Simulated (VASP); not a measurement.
Crystal: InSb.

```
CELL_PARAMETERS angstrom
0.00000 3.23910 3.23910
3.23910 0.00000 3.23910
3.23910 3.23910 0.00000
ATOMIC_POSITIONS crystal
In 0.00000 0.00000 0.00000
Sb 0.25000 0.25000 0.25000
```

- Program: VASP 6.6.1
- Task: relaxation of cell and atoms
- Functional: PBE
- Potentials or basis: VASP PAW PBE potentials, release 64 (In_d, Sb)
- Cutoff: 600 eV
- k mesh: 9 × 9 × 9
- Occupations: fermi-dirac, width 0.1 eV
- Spin: no spin polarisation

At the start: pressure 3.1 GPa; volume 33.98 Å³/atom.

Task: Where does the relaxation end?

Result: Over 3 steps the energy falls by 23.1 meV/atom and the volume is 36.50 Å³/atom (+7.4 %); space group F-43m (No. 216, to 0.1 Å) before and after.

The path:
```
step  energy change (eV)  largest force (eV/Å)  pressure (GPa)  volume (Å³)
   1              0.0000                0.0000            3.14        67.97
   2             -0.0418                0.0000           -0.82        74.74
   3             -0.0463                0.0000            0.02        73.00
```

Final structure:
```
In Sb
1.0
     0.00000    3.31717    3.31717
     3.31717    0.00000    3.31717
     3.31717    3.31717    0.00000
In Sb
1 1
Direct
  0.00000 0.00000 0.00000
  0.25000 0.25000 0.25000
```
